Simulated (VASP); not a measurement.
Sb, 2 atoms in the cell. It takes space group Fd-3m (No. 227, cubic). Conventional cell: a = 7.160 Å, b = 7.160 Å, c = 7.160 Å, α = 90.00°, β = 90.00°, γ = 90.00°. Within 4.1 Å of Sb (site symmetry -43m) lie 4 Sb at 3.10 Å. 

| Quantity | Value |
| --- | --- |
| Program | VASP 6.6.1 |
| Task | single point |
| Functional | BLYP |
| Potentials or basis | VASP PAW PBE potentials, release 64 (Sb) |
| Cutoff | 520 eV |
| k mesh | 13 × 13 × 13 |
| Occupations | fermi-dirac, width 0.1 eV |
| Spin | no spin polarisation |
| Dipole correction | no |
| Further INCAR settings | ALGO = Normal; EDIFF = 1e-06; NBANDS = 12 |

Potentials or basis: VASP PAW PBE potentials, release 64 (Sb).

Run with:

```bash
$ cat potpaw_PBE.64/Sb/POTCAR > POTCAR
$ mpirun -np 1 vasp_std > vasp.out
```

Hardware: 1 thread of AMD EPYC 7R13, on a shared host.

Task: How long does it take, and how much memory?

Result: It took 3.4 min on 1 thread of AMD EPYC 7R13, on a shared host, peak memory 0.24 GiB. Counts: scf iterations 11, k points 84.
